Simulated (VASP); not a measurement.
A run of VASP 6.6.1 is set up as follows.

INCAR

```
PREC     = Accurate       # precision mode
ENCUT    = 520            # plane-wave cutoff, eV
EDIFF    = 1E-6           # SCF threshold, eV
ISMEAR   = 0              # smearing method
SIGMA    = 0.03           # smearing width, eV
LREAL    = False          # projectors in reciprocal space
LASPH    = True           # aspherical terms in the spheres
NELM     = 60             # most SCF steps
ALGO     = Normal         # electronic algorithm
ISIF     = 2              # what is computed and relaxed
LWAVE    = False          # write WAVECAR
LCHARG   = False          # write CHGCAR
GGA      = PE             # functional
IVDW     = 12             # dispersion correction
NBANDS   = 28             # bands
```

KPOINTS

```
Automatic mesh
0
Gamma
  8 8 6
```

POSCAR

```
SnSe
1.0
    4.1516000000      0.0000000000      0.0000000000
    0.0000000000      4.1516000000      0.0000000000
    0.0000000000      0.0000000000      5.3979000000
Sn Se
2 2
Direct
    0.5000000000      0.0000000000      0.2500887432
    0.0000000000      0.5000000000      0.7499112568
    0.5000000000      0.0000000000      0.7499352227
    0.0000000000      0.5000000000      0.2500647773
```

Potentials or basis: VASP PAW PBE potentials, release 64 (Sn_d, Se).

The run is started by

```sh
$ cat potpaw_PBE.64/Sn_d/POTCAR potpaw_PBE.64/Se/POTCAR > POTCAR
$ mpirun -np 1 vasp_std > vasp.out
```

(1) Predict the pressure.

(2) Predict the band gap on the k mesh.

Answers

(1) 11.2 GPa.

(2) 0.19 eV.

Caveat: spin-orbit coupling is left out, which moves the levels of the heavy elements.
